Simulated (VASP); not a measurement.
Crystal: Zn4SeS3.

```
CELL_PARAMETERS angstrom
3.95961 -0.03198 -0.07654
-0.03198 3.98736 -0.05664
-0.21640 -0.16013 10.91612
ATOMIC_POSITIONS crystal
Zn 0.49048 0.05054 0.89005
Zn 0.96195 0.46530 0.13026
Zn 0.50245 0.00588 0.34699
Zn 0.04681 0.46939 0.62638
Se 0.02197 0.98094 0.51531
S 0.06746 0.04430 0.98486
S 0.46366 0.49555 0.23668
S 0.44523 0.48809 0.76947
```

- Program: VASP 6.6.1
- Task: relaxation of cell and atoms
- Functional: PBE
- Potentials or basis: VASP PAW PBE potentials, release 64 (Zn, Se, S)
- Cutoff: 600 eV
- k mesh: 4 × 4 × 2
- Occupations: gaussian, width 0.1 eV
- Spin: no spin polarisation

At the start: pressure 3.3 GPa; volume 21.53 Å³/atom.

**Question.** Where does the relaxation end?

**Answer.** Over 20 steps the energy falls by 266.0 meV/atom and the volume is 21.06 Å³/atom (-2.2 %); space group P1 (No. 1, to 0.1 Å) before, P-4m2 (No. 115, to 0.1 Å).

Step by step:
| step | energy change (eV) | largest force (eV/Å) | pressure (GPa) | volume (Å³) |
| --- | --- | --- | --- | --- |
| 1 | 0.0000 | 5.6856 | 3.29 | 172.23 |
| 2 | -1.3713 | 1.0387 | -3.01 | 183.48 |
| 3 | -1.3729 | 1.0450 | -3.09 | 183.76 |
| 4 | -1.7927 | 0.9334 | -1.01 | 173.65 |
| 5 | -1.9117 | 0.9150 | 1.64 | 165.53 |
| 6 | -2.0344 | 0.5438 | 0.46 | 167.35 |
| 7 | -2.0362 | 0.5515 | 0.35 | 167.60 |
| 8 | -2.0854 | 0.2486 | -0.33 | 169.14 |
| 9 | -2.0888 | 0.2233 | -0.55 | 169.67 |
| 10 | -2.1021 | 0.1672 | 0.19 | 167.80 |
| 11 | -2.1029 | 0.1704 | 0.40 | 167.22 |
| 12 | -2.1120 | 0.1402 | 0.17 | 168.00 |
| 13 | -2.1151 | 0.1598 | -0.11 | 168.76 |
| 14 | -2.1217 | 0.0831 | -0.17 | 168.80 |
| 15 | -2.1225 | 0.0727 | -0.15 | 168.83 |
| 16 | -2.1259 | 0.0651 | 0.20 | 167.96 |
| 17 | -2.1260 | 0.0655 | 0.24 | 167.86 |
| 18 | -2.1275 | 0.0523 | -0.16 | 168.78 |
| 19 | -2.1275 | 0.0538 | -0.06 | 168.61 |
| 20 | -2.1282 | 0.0239 | -0.03 | 168.52 |

Final structure:
```cif
data_structure
_symmetry_space_group_name_H-M 'P 1'
_symmetry_Int_Tables_number 1
_cell_length_a 3.9163
_cell_length_b 3.9167
_cell_length_c 10.9863
_cell_angle_alpha 90.001
_cell_angle_beta 89.977
_cell_angle_gamma 90.002
_cell_volume 168.52
loop_
_atom_site_label
_atom_site_type_symbol
_atom_site_fract_x
_atom_site_fract_y
_atom_site_fract_z
_atom_site_occupancy
Zn1 Zn 0.50019 0.00105 0.87813 1
Zn2 Zn 0.99799 0.50159 0.12127 1
Zn3 Zn 0.49893 0.99878 0.36515 1
Zn4 Zn 0.00370 0.49824 0.63534 1
Se1 Se 0.99894 0.99876 0.50038 1
S1 S 0.99982 0.00161 0.99971 1
S2 S 0.49777 0.49933 0.24318 1
S3 S 0.50266 0.50064 0.75684 1
```
